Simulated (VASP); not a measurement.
# Nb (Pm-3m) in VASP: further runs, part 2 of 2

VASP 6.6.1. Earlier steps stand in the parts before.

## (3) Single point, PBE

This run uses another cell than the first one, of 20.52 Å³/atom, 1.020 times its volume.

INCAR

```
PREC     = Accurate       # precision mode
ENCUT    = 520            # plane-wave cutoff, eV
EDIFF    = 1E-6           # SCF threshold, eV
ISMEAR   = -1             # smearing method
SIGMA    = 0.05           # smearing width, eV
LREAL    = False          # projectors in reciprocal space
LASPH    = True           # aspherical terms in the spheres
NELM     = 100            # most SCF steps
ALGO     = Normal         # electronic algorithm
ISIF     = 2              # what is computed and relaxed
LWAVE    = False          # write WAVECAR
LCHARG   = False          # write CHGCAR
GGA      = PE             # functional
NBANDS   = 12             # bands
```

KPOINTS

```
Automatic mesh
0
Gamma
  10 10 10
```

POSCAR

```
Nb
1.0
    2.7376513858      0.0000000000      0.0000000000
    0.0000000000      2.7376513858      0.0000000000
    0.0000000000      0.0000000000      2.7376513858
Nb
1
Direct
    0.5000000000      0.5000000000      0.5000000000
```

Potentials or basis: VASP PAW PBE potentials, release 64 (Nb_sv).

On the command line:

```sh
$ cat potpaw_PBE.64/Nb_sv/POTCAR > POTCAR
$ mpirun -np 1 vasp_std > vasp.out
```

Wall time 5.5 s (1 thread of Intel Xeon Platinum 8559C (Emerald Rapids), shared host); peak memory 0.13 GiB.

Results (log left out):

| Item | Value |
| --- | --- |
| Free energy | -9.1908 eV |
| Pressure | -2.0 GPa |

Levels at points of the mesh, in eV from the Fermi level:
```tsv
k point	band 5	band 6	band 7	band 8	band 9	band 10
(0.00, 0.00, 0.00)	-5.48	-2.63	-2.63	5.03	5.03	5.03
(0.50, 0.00, 0.00)	-2.44	-1.77	0.56	1.91	1.91	5.35
(0.50, 0.50, 0.00)	-3.85	-0.97	2.56	2.56	5.70	5.70
(0.50, 0.50, 0.50)	-2.31	-2.31	-2.31	7.34	7.34	7.48
```

## (4) Single point, PBE

This run uses another cell than the first one, of 20.92 Å³/atom, 1.040 times its volume.

INCAR

```
SYSTEM = Nb
ALGO = Fast
EDIFF = 1E-6
ENCUT = 520
GGA = PE
ISIF = 2
ISMEAR = -1
LASPH = .True.
LCHARG = .False.
LREAL = .False.
LWAVE = .False.
NBANDS = 12
NELM = 100
PREC = Accurate
SIGMA = 0.05
```

KPOINTS

```
k-points
0
Gamma
  10 10 10
  0 0 0
```

POSCAR

```
Nb
1.0
    2.7554288410      0.0000000000      0.0000000000
    0.0000000000      2.7554288410      0.0000000000
    0.0000000000      0.0000000000      2.7554288410
Nb
1
Direct
    0.5000000000      0.5000000000      0.5000000000
```

Potentials or basis: VASP PAW PBE potentials, release 64 (Nb_sv).

On the command line:

```sh
$ cat potpaw_PBE.64/Nb_sv/POTCAR > POTCAR
$ mpirun -np 1 vasp_std > vasp.out
```

OUTCAR:

```text
SYSTEM = Nb
   EDIFF = 1E-6
   ENCUT = 520
   GGA = PE
   ISIF = 2
   ISMEAR = -1
   LASPH = .True.
   LREAL = .False.
   NELM = 100
   PREC = Accurate

 ion  position               nearest neighbor table
   1  0.500  0.500  0.500-

  LATTYP: Found a simple cubic cell.
 ALAT       =     2.7554288410

  Lattice vectors:

 A1 = (   2.7554288410,   0.0000000000,   0.0000000000)
 A2 = (   0.0000000000,   2.7554288410,   0.0000000000)
 A3 = (   0.0000000000,   0.0000000000,   2.7554288410)

Analysis of symmetry for initial positions (statically):
=====================================================================
 Subroutine PRICEL returns:
 Original cell was already a primitive cell.

 Routine SETGRP: Setting up the symmetry group for a
 simple cubic supercell.

 Subroutine GETGRP returns: Found 48 space group operations
 (whereof 48 operations were pure point group operations)
 out of a pool of 48 trial point group operations.

The static configuration has the point symmetry O_h .

Analysis of symmetry for dynamics (positions and initial velocities):
=====================================================================
 Subroutine PRICEL returns:
 Original cell was already a primitive cell.

 Routine SETGRP: Setting up the symmetry group for a
 simple cubic supercell.

 Subroutine GETGRP returns: Found 48 space group operations
 (whereof 48 operations were pure point group operations)
 out of a pool of 48 trial point group operations.

The dynamic configuration has the point symmetry O_h .

 Subroutine INISYM returns: Found 48 space group operations
 (whereof 48 operations are pure point group operations),
 and found     1 'primitive' translations

----------------------------------------------------------------------------------------

                                     Primitive cell

  volume of cell :      20.9203

[... 105 lines left out ...]
     AMIX     =   0.40;   BMIX     =  1.00
     AMIX_MAG =   1.60;   BMIX_MAG =  1.00
  volume/ion in A,a.u.               =      20.92       141.18
  Fermi-wavevector in a.u.,A,eV,Ry     =   1.397012  2.639970 26.553702  1.951642
  Thomas-Fermi vector in A             =   2.520310
   LORBIT       =      0    0 simple, 1 ext, 2 COOP (PROOUT), +10 PAW based schemes
   GGA     = PE    functional components
   LHFCALC =     F    Hartree Fock is set to
   AEXX    =    0.0000 exact exchange contribution
   IVDW    =     0    specifies the selected vdW correction
   LEPSILON=     F    determine dielectric tensor
   LRPA    =     F    only Hartree local field effects (RPA)
 non-spin polarized calculation
 RMM-DIIS sequential band-by-band and
  energy-cutoff  :      520.00
  volume of cell :       20.92
 maximum number of plane-waves:       587
   NGX = 11   NGY = 11   NGZ = 11

 number of electron      12.9999999 magnetization

 Free energy of the ion-electron system (eV)
  ---------------------------------------------------
  ext. energy  EPLUGINS =         0.00000000
  ---------------------------------------------------
  free energy    TOTEN  =        -9.18320793 eV

  energy without entropy =       -9.16374475  energy(sigma->0) =       -9.17347634

 E-fermi :   9.2251     XC(G=0): -11.6276

 val. band max:        9.1954347640   @ k =   0.5000   0.4000   0.2000
 cond. band min:       9.2324422946   @ k =   0.3000   0.2000   0.0000
 fundamental gap:      0.0370075307
 Fermi energy:         9.2251217501

 k-point     1 :       0.0000    0.0000    0.0000
  band No.  band energies     occupation
      1     -45.4084      2.00000
      2     -20.7745      2.00000
      3     -20.7745      2.00000
      4     -20.7745      2.00000
      5       3.7913      2.00000
      6       6.6647      2.00000
      7       6.6647      2.00000
      8      14.1423      0.00000
      9      14.1423      0.00000
     10      14.1423      0.00000
     11      23.5638      0.00000
     12      23.5638      0.00000
[... 331 lines left out ...]
 k-point    24 :       0.3000    0.1000    0.1000
  band No.  band energies     occupation
      1     -45.2745      2.00000
      2     -21.6043      2.00000
      3     -20.8183      2.00000
      4     -20.8069      2.00000
      5       6.1027      2.00000
      6       7.6684      2.00000
      7       8.9028      1.99683
      8      11.4740      0.00000
      9      11.9903      0.00000
     10      13.6069      0.00000
     11      19.4613      0.00000
     12      24.7523      0.00000

 [... further k-points ...]
[... 5 lines left out ...]
  --------------------------------------------------------------------------------------
  -------------------------------------------------------------------------------------
  Total       -0.5453644     -0.5453644     -0.5453644      0.0000000     -0.0000000      0.0000000
  in kB      -41.7666610    -41.7666610    -41.7666610      0.0000000     -0.0000000      0.0000000
  external PRESSURE =     -41.7666610 kB  Pullay stress =       0.0000000 kB

 VOLUME and BASIS-vectors are now :
 -----------------------------------------------------------------------------
  energy-cutoff  :      520.00
  volume of cell :       20.92
      direct lattice vectors                 reciprocal lattice vectors
     2.755428841  0.000000000  0.000000000     0.362919915  0.000000000  0.000000000
     0.000000000  2.755428841  0.000000000     0.000000000  0.362919915  0.000000000
     0.000000000  0.000000000  2.755428841     0.000000000  0.000000000  0.362919915

 POSITION                                       TOTAL-FORCE (eV/Angst)
 -----------------------------------------------------------------------------------
      1.37771      1.37771      1.37771         0.000000      0.000000      0.000000
 -----------------------------------------------------------------------------------
    total drift:                                0.000000      0.000000      0.000000

  FREE ENERGIE OF THE ION-ELECTRON SYSTEM (eV)
  ---------------------------------------------------
  free  energy   TOTEN  =        -9.1832079348 eV

  energy  without entropy=       -9.1637447548  energy(sigma->0) =       -9.17347634
```

stdout:

```text
POSCAR found type information on POSCAR Nb
 POSCAR found :  1 types and       1 ions
 scaLAPACK will be used
 LDA part: xc-table for (Slater+PW92), standard interpolation
 POSCAR, INCAR and KPOINTS ok, starting setup
 FFT: planning ... GRIDC
 FFT: planning ... GRID_SOFT
 FFT: planning ... GRID
 WAVECAR not read
 entering main loop
WARNING in EDDRMM: call to ZHEGV failed, returncode =   8  4      6
```

Wall time 10 s (1 thread of Intel Xeon Platinum 8559C (Emerald Rapids), shared host); peak memory 0.12 GiB.

Results:

| Item | Value |
| --- | --- |
| Free energy | -9.1832 eV |
| Pressure | -4.2 GPa |

## (5) Single point, PBE

This run uses another cell than the first one, of 21.32 Å³/atom, 1.060 times its volume.

INCAR

```
PREC = Accurate
ENCUT = 520
EDIFF = 1E-6
ISMEAR = -1
SIGMA = 0.05
LREAL = F
LASPH = T
NELM = 60
ALGO = Normal
ISIF = 2
LWAVE = F
LCHARG = F
GGA = PE
NBANDS = 12
```

KPOINTS

```
regular mesh
0
Gamma
  10 10 10
```

POSCAR

```
Nb
1.0
    2.7729798164      0.0000000000      0.0000000000
    0.0000000000      2.7729798164      0.0000000000
    0.0000000000      0.0000000000      2.7729798164
Nb
1
Direct
    0.5000000000      0.5000000000      0.5000000000
```

On the command line:

```sh
$ cat potpaw_PBE.64/Nb_sv/POTCAR > POTCAR
$ mpirun -np 1 vasp_std > vasp.out
```

Wall time 5.7 s (1 thread of Intel Xeon Platinum 8559C (Emerald Rapids), shared host); peak memory 0.14 GiB.

It converged, with:

```
Free energy : -9.1705 eV
Pressure    : -6.2 GPa
```

Levels at points of the mesh, in eV from the Fermi level:
| k point | band 5 | band 6 | band 7 | band 8 | band 9 | band 10 |
| --- | --- | --- | --- | --- | --- | --- |
| (0.00, 0.00, 0.00) | -5.39 | -2.49 | -2.49 | 4.81 | 4.81 | 4.81 |
| (0.50, 0.00, 0.00) | -2.41 | -1.67 | 0.51 | 1.86 | 1.86 | 5.11 |
| (0.50, 0.50, 0.00) | -3.62 | -0.94 | 2.47 | 2.47 | 5.48 | 5.48 |
| (0.50, 0.50, 0.50) | -2.15 | -2.15 | -2.15 | 6.99 | 6.99 | 7.51 |

## (6) The runs side by side

| cell | gap on the mesh (eV) | pressure (GPa) |
| --- | --- | --- |
| a = 2.720 Å, 1 atom | none | 0.4 |
| a = 2.738 Å, 1 atom | none | -2.0 |
| a = 2.755 Å, 1 atom | none | -4.2 |
| a = 2.773 Å, 1 atom | none | -6.2 |

Alike in all rows: task single point; level PBE; potentials or basis VASP PAW PBE potentials, release 64 (Nb_sv); no spin polarisation; k mesh 10 × 10 × 10; cutoff (eV) 520; smearing fermi-dirac 0.05 eV.

Absolute energies hang on the potentials; compare differences alone.
